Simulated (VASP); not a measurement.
Set up this calculation in VASP 6.6.1, as the native input.

- Task: single point
- Functional: PBE
- Potentials or basis: VASP PAW PBE potentials, release 64 (Li_sv, Sc_sv, Pb_d)
- Cutoff: 520 eV
- k mesh: 6 × 6 × 4
- Occupations: gaussian, width 0.1 eV
- Spin: no spin polarisation
- Dipole correction: no
- Further INCAR settings: ALGO = Fast; EDIFF = 1e-07; NBANDS = 33

The structure of Li3ScPb2 lies in POSCAR:

```
Li3ScPb2
1.0
    5.7920003689      0.0000000000      0.0000000000
   -2.8960001845      5.0160194582      0.0000000000
    0.0000000000      0.0000000000      4.6695100032
Li Sc Pb
3 1 2
Direct
    0.5000000000      0.5000000000      0.5000000000
    0.5000000000      0.0000000000      0.5000000000
    0.0000000000      0.5000000000      0.5000000000
    0.0000000000      0.0000000000      0.0000000000
    0.6666666667      0.3333333333      0.0000000000
    0.3333333333      0.6666666667      0.0000000000
```

The cell was generated, and may not be a known phase.

The input as run:

INCAR

```
ALGO = Fast
EDIFF = 1E-7
ENCUT = 520
GGA = PE
ISIF = 2
ISMEAR = 0
LASPH = T
LCHARG = T
LELF = T
LREAL = F
LVHAR = T
LWAVE = F
NBANDS = 33
NELM = 100
PREC = Accurate
SIGMA = 0.1
```

KPOINTS

```
k-points
0
Gamma
  6 6 4
```

Potentials or basis: VASP PAW PBE potentials, release 64 (Li_sv, Sc_sv, Pb_d).

The run is started by

```bash
$ cat potpaw_PBE.64/Li_sv/POTCAR potpaw_PBE.64/Sc_sv/POTCAR potpaw_PBE.64/Pb_d/POTCAR > POTCAR
$ mpirun -np 1 vasp_std > vasp.out
```

It gave:

```json
{"Band gap on the k mesh": "zero (bands 24 and 25 overlap by 0.62 eV)"}
```

Caveat: spin-orbit coupling is left out, which moves the levels of the heavy elements.

It took 9.4 min on 1 thread of AMD EPYC 9R45 96-Core Processor (Zen 5), on a shared host, peak memory 0.3 GiB.
